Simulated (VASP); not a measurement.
Here is a VASP 6.6.1 calculation.

INCAR

```
SYSTEM = CuI
PREC     = Accurate       ! precision mode
ENCUT    = 520            ! plane-wave cutoff, eV
EDIFF    = 1E-6           ! SCF threshold, eV
ISMEAR   = -1             ! smearing method
SIGMA    = 0.05           ! smearing width, eV
LREAL    = .False.        ! projectors in reciprocal space
LASPH    = .True.         ! aspherical terms in the spheres
NELM     = 80             ! most SCF steps
ALGO     = Normal         ! electronic algorithm
ISIF     = 2              ! what is computed and relaxed
LWAVE    = .False.        ! write WAVECAR
LCHARG   = .False.        ! write CHGCAR
GGA      = PE             ! functional
NBANDS   = 16             ! bands
```

Contents of KPOINTS:

```
regular mesh
0
Gamma
  8 8 8
  0 0 0
```

Contents of POSCAR:

```
CuI
1.0
    0.0000000000      2.8620890000      2.8620890000
    2.8620890000      0.0000000000      2.8620890000
    2.8620890000      2.8620890000      0.0000000000
I Cu
1 1
Direct
    0.5000000000      0.5000000000      0.5000000000
    0.0000000000      0.0000000000      0.0000000000
```

Potentials or basis: VASP PAW PBE potentials, release 64 (I, Cu).

Launch:

```sh
$ cat potpaw_PBE.64/I/POTCAR potpaw_PBE.64/Cu/POTCAR > POTCAR
$ mpirun -np 1 vasp_std > vasp.out
```

(1) Estimate the pressure.

(2) Predict the band gap on the k mesh.

Answers

(1) 0.4 GPa.

(2) zero (band 9 reaches 6.22 eV, above the bottom of band 10 at 5.77 eV).

Caveat: spin-orbit coupling is left out, which moves the levels of the heavy elements; semilocal functionals often make such compounds metallic where correlation or magnetic order opens a gap, which also shifts bond lengths.
